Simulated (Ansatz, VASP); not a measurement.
## Ge: VASP beside Ansatz

Contents of INCAR:

```
SYSTEM = Ge
PREC = Accurate
ENCUT = 520
EDIFF = 1E-6
ISMEAR = -1
SIGMA = 0.05
LREAL = .FALSE.
LASPH = .TRUE.
NELM = 60
ALGO = Normal
ISIF = 2
LWAVE = .FALSE.
LCHARG = .TRUE.
GGA = PE
LELF = .TRUE.
LVHAR = .TRUE.
NBANDS = 21
```

File KPOINTS:

```
Automatic mesh
0
G
  9 9 9
  0 0 0
```

Contents of POSCAR:

```
Ge
1.0
    0.0000000000      2.8469715374      2.8469715374
    2.8469715374      0.0000000000      2.8469715374
    2.8469715374      2.8469715374      0.0000000000
Ge
2
Direct
    0.5000000000      0.5000000000      0.5000000000
    0.7500000000      0.7500000000      0.7500000000
```

Input for Ansatz:

```yaml
crystal:
  lattice:
    - [0.0, 2.8469715374, 2.8469715374]
    - [2.8469715374, 0.0, 2.8469715374]
    - [2.8469715374, 2.8469715374, 0.0]
  atoms:
    - { symbol: Ge, position: [0.5, 0.5, 0.5] }
    - { symbol: Ge, position: [0.75, 0.75, 0.75] }
hamiltonian:
  xc: pbe
  pseudopotentials:
    kind: paw
    azcp:
      Ge: "pseudopotentials/Ge.paw.azcp"
basis:
  ecutwfc: 420
  fft_grid_basis: typed
kpoints:
  mp_grid: { grid: [9, 9, 9], shift: [0, 0, 0] }
magnetization:
  spin_polarized: false
scf:
  occupations: { method: fermi_dirac, width: 0.05 }
output:
  stress: true
```

Alike in both runs: task single point; functional PBE; k mesh 9 × 9 × 9; occupations fermi-dirac, width 0.05 eV; no spin polarisation.

|  | VASP | Ansatz |
| --- | --- | --- |
| version | VASP 6.6.1 | Ansatz 0.2.0 |
| potentials or method | VASP PAW PBE potentials, release 64 (Ge_d), cutoff 520 eV | plane waves (420 eV) with PAW, scalar-relativistic |
| valence electrons in the cell | 28 | 28 |

```csv
,VASP,Ansatz,Ansatz less VASP
pressure (GPa),2.2,2.3,+0.09
```

The functional is the same, so the differences come from potentials, cutoffs and numerics.
